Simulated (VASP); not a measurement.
Fe: single point with PBEsol

Fe:

```
CELL_PARAMETERS angstrom
2.00207 0.00000 0.00000
0.00000 2.00207 0.00000
0.00000 0.00000 2.00207
ATOMIC_POSITIONS crystal
Fe 0.00000 0.00000 0.00000
```

This isn't the form of Fe at room conditions, which is bcc.

- Program: VASP 6.6.1
- Task: single point
- Functional: PBEsol
- Potentials or basis: VASP PAW PBE potentials, release 64 (Fe)
- Cutoff: 520 eV
- k mesh: 19 × 19 × 19
- Occupations: fermi-dirac, width 0.08 eV
- Spin: collinear spin, ferromagnetic start
- Starting moments: [2.5] μB
- Dipole correction: no
- Further INCAR settings: ALGO = Normal; EDIFF = 1e-06; NBANDS = 14

| Item | Value |
| --- | --- |
| Pressure | 156.4 GPa |
| Band gap on the k mesh | zero (filled and empty bands overlap) |
| Net moment | 0.00 μB per cell |

Levels at points of the mesh, in eV from the Fermi level:
Spin up:
```
           k point  band 2  band 3  band 4  band 5  band 6  band 7
(0.00, 0.00, 0.00)   -6.35   -6.35    1.64    1.64    1.64   25.96
```
Spin down:
| k point | band 1 | band 2 | band 3 | band 4 | band 5 | band 6 | band 7 | band 8 | band 9 |
| --- | --- | --- | --- | --- | --- | --- | --- | --- | --- |
| (0.00, 0.00, 0.00) | -10.66 | -6.35 | -6.35 | 1.64 | 1.64 | 1.64 | 25.96 | 25.96 | 25.96 |

Wall time 34 s on 1 thread of Intel Xeon 8259CL, on a shared host, peak memory 0.15 GiB.

Caveat: the cell stands under pressure; the PAW data sets were made with another functional, which shifts forces and pressure a little.
